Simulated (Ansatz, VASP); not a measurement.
## ZnGe2N2 in VASP and in Ansatz

```
Zn Ge N
1.0
     3.98639    0.00000    0.00000
    -1.99319    3.45231    0.00000
     0.00000    0.00000    5.08801
Zn Ge N
1 2 2
Direct
  0.33333 0.66667 0.50000
  0.00000 0.00000 0.00000
  0.00000 0.00000 0.50000
  0.66667 0.33333 0.50000
  0.33333 0.66667 0.00000
```

Alike in both runs: functional PBE; k mesh 12 × 12 × 8; occupations gaussian, width 0.1 eV; no spin polarisation.

Ansatz relaxed the structure, and its values are those at the end. VASP's run is a single point on that final structure, the one shown.

|  | VASP | Ansatz |
| --- | --- | --- |
| version | VASP 6.6.1 | Ansatz 0.2.0 |
| potentials or method | VASP PAW PBE potentials, release 64 (Zn, Ge_d, N), cutoff 520 eV | scalar-relativistic, plane waves, PAW |
| valence electrons in the cell | 50 | 50 |

```tsv
	VASP	Ansatz	Ansatz less VASP
gap on the k mesh at the Fermi level (eV)	none	none	-
pressure (GPa)	0.3	0.0	-0.29
```

A gap of «none» marks a metal or a gap that the smearing closes. With one functional, cell and mesh, what is left measures potentials, basis and numerics.
